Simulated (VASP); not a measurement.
# Ir (P6_3/mmc) in VASP: a series of runs

Runs on Ir. Level: PBEsol. Tasks: single point.

Everything below comes from runs of VASP 6.6.1. Logs are shortened: lines on timing, memory, paths and dates and some standing lists are left out, and cuts for length are marked.

**1. The cell of the first run**

The structure is hexagonal, space group P6_3/mmc (No. 194). Conventional cell: a = 2.719 Å, b = 2.719 Å, c = 4.408 Å, α = 90.00°, β = 90.00°, γ = 120.00°. Within 3.6 Å of Ir (site symmetry -6m2) lie 12 Ir at 2.71 to 2.72 Å.

This isn't the form of Ir at room conditions, which is fcc.

**2. Single point, PBEsol, collinear spin (14.11 Å³/atom)**

INCAR

```
  ALGO = Normal
  EDIFF = 1E-7
  ENCUT = 520
  GGA = PS
  ISIF = 2
  ISMEAR = 0
  ISPIN = 2
  LASPH = True
  LCHARG = False
  LMAXMIX = 4
  LORBIT = 11
  LREAL = False
  LWAVE = False
  MAGMOM = 0.6 0.6
  NBANDS = 20
  NELM = 150
  NUPDOWN = 1.2
  PREC = Accurate
  SIGMA = 0.15
```

KPOINTS

```
k-points
0
Gamma
  21 21 12
```

POSCAR

```
Ir
1.0
    2.7188340441      0.0000000000      0.0000000000
   -1.3594170221      2.3545793509      0.0000000000
    0.0000000000      0.0000000000      4.4080676386
Ir
2
Direct
    0.6666666667      0.3333333333      0.7500000000
    0.3333333333      0.6666666667      0.2500000000
```

Potentials or basis: VASP PAW PBE potentials, release 64 (Ir).

The run is started by

```
> cat potpaw_PBE.64/Ir/POTCAR > POTCAR
> mpirun -np 1 vasp_std > vasp.out
```

OUTCAR:

```text
EDIFF = 1E-7
   ENCUT = 520
   GGA = PS
   ISIF = 2
   ISMEAR = 0
   ISPIN = 2
   LASPH = True
   LORBIT = 11
   LREAL = False
   NELM = 150
   NUPDOWN = 1.2
   PREC = Accurate

 ion  position               nearest neighbor table
   1  0.667  0.333  0.750-   2 2.71   2 2.71   2 2.71   2 2.71   2 2.71   2 2.71
   2  0.333  0.667  0.250-   1 2.71   1 2.71   1 2.71   1 2.71   1 2.71   1 2.71

  LATTYP: Found a hexagonal cell.
 ALAT       =     2.7188340441
 C/A-ratio  =     1.6213080928

  Lattice vectors:

 A1 = (   2.7188340441,   0.0000000000,   0.0000000000)
 A2 = (  -1.3594170221,   2.3545793509,   0.0000000000)
 A3 = (   0.0000000000,   0.0000000000,   4.4080676386)

Analysis of symmetry for initial positions (statically):
=====================================================================
 Subroutine PRICEL returns:
 Original cell was already a primitive cell.

 Routine SETGRP: Setting up the symmetry group for a
 hexagonal supercell.

 Subroutine GETGRP returns: Found 24 space group operations
 (whereof 12 operations were pure point group operations)
 out of a pool of 24 trial point group operations.

The static configuration has the point symmetry D_3d.
 The point group associated with its full space group is D_6h.

Analysis of symmetry for dynamics (positions and initial velocities):
=====================================================================
 Subroutine PRICEL returns:
 Original cell was already a primitive cell.

 Routine SETGRP: Setting up the symmetry group for a
 hexagonal supercell.

 Subroutine GETGRP returns: Found 24 space group operations
 (whereof 12 operations were pure point group operations)
 out of a pool of 24 trial point group operations.

The dynamic configuration has the point symmetry D_3d.
 The point group associated with its full space group is D_6h.

Analysis of structural, dynamic, and magnetic symmetry:
=====================================================================
 Subroutine PRICEL returns:
 Original cell was already a primitive cell.

 Routine SETGRP: Setting up the symmetry group for a
 hexagonal supercell.

 Subroutine GETGRP returns: Found 24 space group operations
 (whereof 12 operations were pure point group operations)
 out of a pool of 24 trial point group operations.

The overall configuration has the point symmetry D_3d.
 The point group associated with its full space group is D_6h.

 Subroutine INISYM returns: Found 24 space group operations
 (whereof 12 operations are pure point group operations),
 and found     1 'primitive' translations

[... 115 lines left out ...]
  volume/ion in A,a.u.               =      14.11        95.22
  Fermi-wavevector in a.u.,A,eV,Ry     =   1.409238  2.663073 27.020501  1.985951
  Thomas-Fermi vector in A             =   2.531314
   LORBIT       =     11    0 simple, 1 ext, 2 COOP (PROOUT), +10 PAW based schemes
   GGA     = PS    functional components
   LHFCALC =     F    Hartree Fock is set to
   AEXX    =    0.0000 exact exchange contribution
   IVDW    =     0    specifies the selected vdW correction
   LEPSILON=     F    determine dielectric tensor
   LRPA    =     F    only Hartree local field effects (RPA)
 spin polarized calculation
 Gauss-broadening in eV      SIGMA  =   0.15
  energy-cutoff  :      520.00
  volume of cell :       28.22
 maximum number of plane-waves:       780
   NGX = 11   NGY = 11   NGZ = 17

 number of electron      18.0000000 magnetization       1.2000000

 Free energy of the ion-electron system (eV)
  ---------------------------------------------------
  ext. energy  EPLUGINS =         0.00000000
  ---------------------------------------------------
  free energy    TOTEN  =       -19.30672176 eV

  energy without entropy =      -19.27952120  energy(sigma->0) =      -19.29312148

 E-fermi :  10.0341     XC(G=0): -14.1128

 val. band max:       10.6664413726   @ k =   0.3810   0.2381   0.5000
 cond. band min:      10.0350605307   @ k =   0.3333   0.0952   0.0000
 fundamental gap:     -0.6313808419
 Fermi energy:        10.6685940536

 spin component 1

 k-point     1 :       0.0000    0.0000    0.0000
  band No.  band energies     occupation
      1      -1.0006      1.00000
      2       2.0189      1.00000
      3       6.2552      1.00000
      4       6.3539      1.00000
      5       6.3539      1.00000
      6       7.0174      1.00000
[... 541 lines left out ...]
     19      31.3213      0.00000
     20      33.3078      0.00000

 [... further k-points ...]

 spin component 2

 k-point     1 :       0.0000    0.0000    0.0000
  band No.  band energies     occupation
      1      -0.8517      1.00000
      2       2.2799      1.00000
      3       6.6329      1.00000
      4       6.7196      1.00000
      5       6.7196      1.00000
      6       7.3943      1.00000
[... 541 lines left out ...]
     19      31.4795      0.00000
     20      33.5146      0.00000

 [... further k-points ...]

------------------------ aborting loop because EDIFF is reached ----------------------------------------

  FORCE on cell =-STRESS in cart. coord.  units (eV):
  Direction    XX          YY          ZZ          XY          YZ          ZX
  --------------------------------------------------------------------------------------
  -------------------------------------------------------------------------------------
  Total        0.7731178      0.7731178      0.6868489     -0.0000000      0.0000000      0.0000000
  in kB       43.8946891     43.8946891     38.9966694     -0.0000000      0.0000000      0.0000000
  external PRESSURE =      42.2620159 kB  Pullay stress =       0.0000000 kB

 VOLUME and BASIS-vectors are now :
 -----------------------------------------------------------------------------
  energy-cutoff  :      520.00
  volume of cell :       28.22
      direct lattice vectors                 reciprocal lattice vectors
     2.718834044  0.000000000  0.000000000     0.367804722  0.212352155  0.000000000
    -1.359417022  2.354579351  0.000000000     0.000000000  0.424704311  0.000000000
     0.000000000  0.000000000  4.408067639     0.000000000  0.000000000  0.226856773

 POSITION                                       TOTAL-FORCE (eV/Angst)
 -----------------------------------------------------------------------------------
      1.35942      0.78486      3.30605        -0.000000      0.000000      0.000000
     -0.00000      1.56972      1.10202         0.000000     -0.000000      0.000000
 -----------------------------------------------------------------------------------
    total drift:                               -0.000000      0.000000     -0.000000

  FREE ENERGIE OF THE ION-ELECTRON SYSTEM (eV)
  ---------------------------------------------------
  free  energy   TOTEN  =       -19.3067217589 eV

  energy  without entropy=      -19.2795211997  energy(sigma->0) =      -19.29312148

 total charge

# of ion       s       p       d       tot
------------------------------------------
    1        0.670   0.747   6.983   8.400
    2        0.670   0.747   6.983   8.400
--------------------------------------------------
tot          1.340   1.494  13.966  16.800

 magnetization (x)

# of ion       s       p       d       tot
------------------------------------------
    1        0.003   0.004   0.579   0.585
    2        0.003   0.004   0.579   0.585
--------------------------------------------------
tot          0.006   0.007   1.158   1.171
```

OSZICAR:

```text
N       E                     dE             d eps       ncg     rms          rms(c)
DAV:   1     0.146454268464E+03    0.14645E+03   -0.78203E+03 26912   0.880E+02
DAV:   2    -0.163652688723E+02   -0.16282E+03   -0.14418E+03 27372   0.262E+02
DAV:   3    -0.204333742089E+02   -0.40681E+01   -0.40092E+01 32040   0.493E+01
DAV:   4    -0.204847395812E+02   -0.51365E-01   -0.51339E-01 31084   0.465E+00
DAV:   5    -0.204861919817E+02   -0.14524E-02   -0.14524E-02 32320   0.828E-01    0.239E+01
DAV:   6    -0.195083393585E+02    0.97785E+00   -0.95251E-01 33232   0.115E+01    0.995E+00
DAV:   7    -0.193213151890E+02    0.18702E+00   -0.27215E-01 36092   0.567E+00    0.392E+00
DAV:   8    -0.193133378879E+02    0.79773E-02   -0.60591E-03 30224   0.521E-01    0.147E+00
DAV:   9    -0.193071277904E+02    0.62101E-02   -0.70795E-03 31364   0.908E-01    0.611E-01
DAV:  10    -0.193067129882E+02    0.41480E-03   -0.14107E-04 32000   0.101E-01    0.244E-02
DAV:  11    -0.193067198402E+02   -0.68521E-05   -0.69707E-06 32864   0.227E-02    0.244E-02
DAV:  12    -0.193067209446E+02   -0.11044E-05   -0.57274E-07 32380   0.593E-03    0.166E-02
DAV:  13    -0.193067216701E+02   -0.72544E-06   -0.63772E-07 31672   0.732E-03    0.101E-03
DAV:  14    -0.193067217589E+02   -0.88801E-07   -0.12141E-08 15488   0.870E-04
   1 F= -.19306722E+02 E0= -.19293121E+02  d E =-.272006E-01  mag=     1.2000
```

stdout:

```text
POSCAR found type information on POSCAR Ir
 POSCAR found :  1 types and       2 ions
 scaLAPACK will be used
 -----------------------------------------------------------------------------
|                                                                             |
|                                                                             |
|     You enforced a specific xc type in the INCAR file but a different       |
|     I HOPE YOU KNOW WHAT YOU ARE DOING!                                     |
|                                                                             |
 -----------------------------------------------------------------------------

 LDA part: xc-table for (Slater+PW92), standard interpolation
 POSCAR, INCAR and KPOINTS ok, starting setup
 FFT: planning ... GRIDC
 FFT: planning ... GRID_SOFT
 FFT: planning ... GRID
 WAVECAR not read
 entering main loop
```

Wall time 3.4 min (1 thread of Intel Xeon Platinum 8559C (Emerald Rapids), shared host); peak memory 0.35 GiB.

What came out:

```
Free energy                                           : -19.3067 eV
Pressure                                              : 4.2 GPa
Net moment                                            : 1.20 μB per cell
Site moments                                          : Ir +0.58 μB
Valence electrons inside the program's atomic spheres : Ir 8.40
```

Caveat: the cell stands under pressure; the PAW data sets were made with another functional, which shifts forces and pressure a little; spin-orbit coupling is left out, which moves the levels of the heavy elements; the total moment is fixed, so each spin has its own Fermi level.

**3. Single point, PBEsol, collinear spin (14.11 Å³/atom)**

INCAR

```
PREC = Accurate ; ENCUT = 520
EDIFF = 1E-6 ; ISMEAR = 0
SIGMA = 0.15 ; LREAL = F
LASPH = T ; NELM = 150
ALGO = Normal ; ISIF = 2
LWAVE = F ; LCHARG = F
ISPIN = 2 ; MAGMOM = 0.8 0.8
LORBIT = 11 ; NUPDOWN = 1.6
LMAXMIX = 4 ; GGA = PS
NBANDS = 20
```

KPOINTS

```
regular mesh
0
Gamma
  21 21 12
```

POSCAR is that of step 2.

Potentials or basis: VASP PAW PBE potentials, release 64 (Ir).

The run is started by

```
> cat potpaw_PBE.64/Ir/POTCAR > POTCAR
> mpirun -np 1 vasp_std > vasp.out
```

OUTCAR:

```text
PREC = Accurate
   ENCUT = 520
   EDIFF = 1E-6
   ISMEAR = 0
   LREAL = F
   LASPH = T
   NELM = 150
   ISIF = 2
   ISPIN = 2
   LORBIT = 11
   NUPDOWN = 1.6
   GGA = PS

 ion  position               nearest neighbor table
   1  0.667  0.333  0.750-   2 2.71   2 2.71   2 2.71   2 2.71   2 2.71   2 2.71
   2  0.333  0.667  0.250-   1 2.71   1 2.71   1 2.71   1 2.71   1 2.71   1 2.71

  LATTYP: Found a hexagonal cell.
 ALAT       =     2.7188340441
 C/A-ratio  =     1.6213080928

  Lattice vectors:

 A1 = (   2.7188340441,   0.0000000000,   0.0000000000)
 A2 = (  -1.3594170221,   2.3545793509,   0.0000000000)
 A3 = (   0.0000000000,   0.0000000000,   4.4080676386)

Analysis of symmetry for initial positions (statically):
=====================================================================
 Subroutine PRICEL returns:
 Original cell was already a primitive cell.

 Routine SETGRP: Setting up the symmetry group for a
 hexagonal supercell.

 Subroutine GETGRP returns: Found 24 space group operations
[... 752 lines left out ...]
      4       6.7899      1.00000
      5       6.7899      1.00000
      6       7.4671      1.00000
[... 541 lines left out ...]
     19      31.5061      0.00000
     20      33.5526      0.00000

 [... further k-points ...]

------------------------ aborting loop because EDIFF is reached ----------------------------------------

  FORCE on cell =-STRESS in cart. coord.  units (eV):
  Direction    XX          YY          ZZ          XY          YZ          ZX
  --------------------------------------------------------------------------------------
  -------------------------------------------------------------------------------------
  Total        1.1834619      1.1834619      1.1701303     -0.0000000     -0.0000000      0.0000000
  in kB       67.1924681     67.1924681     66.4355476     -0.0000000     -0.0000000      0.0000000
  external PRESSURE =      66.9401612 kB  Pullay stress =       0.0000000 kB

 VOLUME and BASIS-vectors are now :
 -----------------------------------------------------------------------------
  energy-cutoff  :      520.00
  volume of cell :       28.22
      direct lattice vectors                 reciprocal lattice vectors
     2.718834044  0.000000000  0.000000000     0.367804722  0.212352155  0.000000000
    -1.359417022  2.354579351  0.000000000     0.000000000  0.424704311  0.000000000
     0.000000000  0.000000000  4.408067639     0.000000000  0.000000000  0.226856773

 POSITION                                       TOTAL-FORCE (eV/Angst)
 -----------------------------------------------------------------------------------
      1.35942      0.78486      3.30605         0.000000     -0.000000      0.000000
     -0.00000      1.56972      1.10202        -0.000000      0.000000      0.000000
 -----------------------------------------------------------------------------------
    total drift:                               -0.000000      0.000000     -0.000000

  FREE ENERGIE OF THE ION-ELECTRON SYSTEM (eV)
  ---------------------------------------------------
  free  energy   TOTEN  =       -19.1539959328 eV

  energy  without entropy=      -19.1268784757  energy(sigma->0) =      -19.14043720

 total charge

# of ion       s       p       d       tot
------------------------------------------
    1        0.671   0.746   6.986   8.402
    2        0.671   0.746   6.986   8.402
--------------------------------------------------
tot          1.341   1.491  13.972  16.805

 magnetization (x)

# of ion       s       p       d       tot
------------------------------------------
    1        0.004   0.006   0.771   0.780
    2        0.004   0.006   0.771   0.780
--------------------------------------------------
tot          0.008   0.011   1.541   1.561
```

OSZICAR:

```text
N       E                     dE             d eps       ncg     rms          rms(c)
DAV:   1     0.146857582943E+03    0.14686E+03   -0.78188E+03 26912   0.880E+02
DAV:   2    -0.161684200781E+02   -0.16303E+03   -0.14450E+03 27372   0.262E+02
DAV:   3    -0.202368994819E+02   -0.40685E+01   -0.40093E+01 32040   0.493E+01
DAV:   4    -0.202883313632E+02   -0.51432E-01   -0.51405E-01 31080   0.465E+00
DAV:   5    -0.202897862493E+02   -0.14549E-02   -0.14548E-02 32328   0.829E-01    0.246E+01
DAV:   6    -0.193525116046E+02    0.93727E+00   -0.96365E-01 33344   0.114E+01    0.105E+01
DAV:   7    -0.191693049645E+02    0.18321E+00   -0.25415E-01 36140   0.543E+00    0.482E+00
DAV:   8    -0.191603901590E+02    0.89148E-02   -0.60097E-03 34612   0.543E-01    0.151E+00
DAV:   9    -0.191541424602E+02    0.62477E-02   -0.65477E-03 31424   0.879E-01    0.558E-01
DAV:  10    -0.191539881146E+02    0.15435E-03   -0.16664E-04 33780   0.110E-01    0.437E-02
DAV:  11    -0.191539938356E+02   -0.57210E-05   -0.87450E-06 31468   0.261E-02    0.249E-02
DAV:  12    -0.191539952599E+02   -0.14242E-05   -0.67936E-07 21648   0.677E-03    0.163E-02
DAV:  13    -0.191539959328E+02   -0.67298E-06   -0.45384E-07 16048   0.586E-03
   1 F= -.19153996E+02 E0= -.19140437E+02  d E =-.271175E-01  mag=     1.6000
```

stdout:

```text
POSCAR found type information on POSCAR Ir
 POSCAR found :  1 types and       2 ions
 scaLAPACK will be used
 -----------------------------------------------------------------------------
|                                                                             |
|                                                                             |
|     You enforced a specific xc type in the INCAR file but a different       |
|     I HOPE YOU KNOW WHAT YOU ARE DOING!                                     |
|                                                                             |
 -----------------------------------------------------------------------------

 LDA part: xc-table for (Slater+PW92), standard interpolation
 POSCAR, INCAR and KPOINTS ok, starting setup
 FFT: planning ... GRIDC
 FFT: planning ... GRID_SOFT
 FFT: planning ... GRID
 WAVECAR not read
 entering main loop
```

Wall time 3.1 min (1 thread of Intel Xeon Platinum 8559C (Emerald Rapids), shared host); peak memory 0.35 GiB.

What came out:

```yaml
Free_energy: -19.1540 eV
Pressure: 6.7 GPa
Net_moment: 1.60 μB per cell
Site_moments: Ir +0.78 μB
Valence_electrons_inside_the_program's_atomic_spheres: Ir 8.40
```

Stress tensor (GPa, compression positive):
```
6.72 0.00 0.00
0.00 6.72 0.00
0.00 0.00 6.64
```

Caveat: the cell stands under pressure; the PAW data sets were made with another functional, which shifts forces and pressure a little; spin-orbit coupling is left out, which moves the levels of the heavy elements; the total moment is fixed, so each spin has its own Fermi level.

[end of part 1 of 2]
